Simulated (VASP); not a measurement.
Set up this calculation in VASP 6.6.1, as the native input.

```
Task                    : density of states
Functional              : LDA
Potentials or basis     : VASP PAW LDA potentials, release 64 (La)
Cutoff                  : 520 eV
k mesh                  : 11 × 11 × 11
Occupations             : fermi-dirac, width 0.05 eV
Spin                    : no spin polarisation
Dipole correction       : no
k mesh for the DOS      : 17 × 17 × 17
Occupations for the DOS : tetrahedron
Further INCAR settings  : ALGO = Normal; EDIFF = 1e-07; NBANDS = 18
```

Crystal: La.

```
CELL_PARAMETERS angstrom
0.00000 3.25639 3.25639
3.25639 0.00000 3.25639
3.25639 3.25639 0.00000
ATOMIC_POSITIONS crystal
La 0.87500 0.87500 0.87500
La 0.12500 0.12500 0.12500
```

These files were run (other wordings do the same):

POSCAR

```
La
1.0
    0.0000000000      3.2563881687      3.2563881687
    3.2563881687      0.0000000000      3.2563881687
    3.2563881687      3.2563881687      0.0000000000
La
2
Direct
   -0.1250000000     -0.1250000000     -0.1250000000
    0.1250000000      0.1250000000      0.1250000000
```

INCAR.step1

```
SYSTEM = La
PREC     = Accurate       ! precision mode
ENCUT    = 520            ! plane-wave cutoff, eV
EDIFF    = 1E-7           ! SCF threshold, eV
ISMEAR   = -1             ! smearing method
SIGMA    = 0.05           ! smearing width, eV
LREAL    = .FALSE.        ! projectors in reciprocal space
LASPH    = .TRUE.         ! aspherical terms in the spheres
NELM     = 100            ! most SCF steps
ALGO     = Normal         ! electronic algorithm
ISIF     = 2              ! what is computed and relaxed
LWAVE    = .FALSE.        ! write WAVECAR
LCHARG   = .TRUE.         ! write CHGCAR
LMAXMIX  = 6              ! l up to which the mixer works
GGA      = CA             ! functional
NBANDS   = 18             ! bands
```

KPOINTS.step1

```
Automatic mesh
0
G
  11 11 11
  0 0 0
```

INCAR.step2

```
SYSTEM = La
PREC     = Accurate       ! precision mode
ENCUT    = 520            ! plane-wave cutoff, eV
EDIFF    = 1E-7           ! SCF threshold, eV
ISMEAR   = -5             ! smearing method
SIGMA    = 0.05           ! smearing width, eV
LREAL    = .FALSE.        ! projectors in reciprocal space
LASPH    = .TRUE.         ! aspherical terms in the spheres
NELM     = 100            ! most SCF steps
ALGO     = Normal         ! electronic algorithm
ISIF     = 2              ! what is computed and relaxed
LWAVE    = .FALSE.        ! write WAVECAR
LCHARG   = .FALSE.        ! write CHGCAR
LMAXMIX  = 6              ! l up to which the mixer works
GGA      = CA             ! functional
LORBIT   = 11             ! projections on sites
NBANDS   = 18             ! bands
NEDOS    = 1001           ! points of the DOS
ICHARG   = 11             ! starting density
```

KPOINTS.step2

```
Automatic mesh
0
G
  17 17 17
  0 0 0
```

Potentials or basis: VASP PAW LDA potentials, release 64 (La).

The run is started by

```console
$ cat potpaw_LDA.64/La/POTCAR > POTCAR
$ cp INCAR.step1 INCAR
$ cp KPOINTS.step1 KPOINTS
$ mpirun -np 1 vasp_std > vasp.out
$ cp INCAR.step2 INCAR
$ cp KPOINTS.step2 KPOINTS
$ mpirun -np 1 vasp_std > vasp.out
```

It gave:

| Property | Result |
| --- | --- |
| Valence electrons inside the program's atomic spheres | La 9.14 |

Caveat: spin-orbit coupling is left out, which moves the levels of the heavy elements.

Wall time 120 s on 1 thread of Intel(R) Xeon(R) 6975P-C (Granite Rapids) (shared host), peak memory 0.32 GiB.
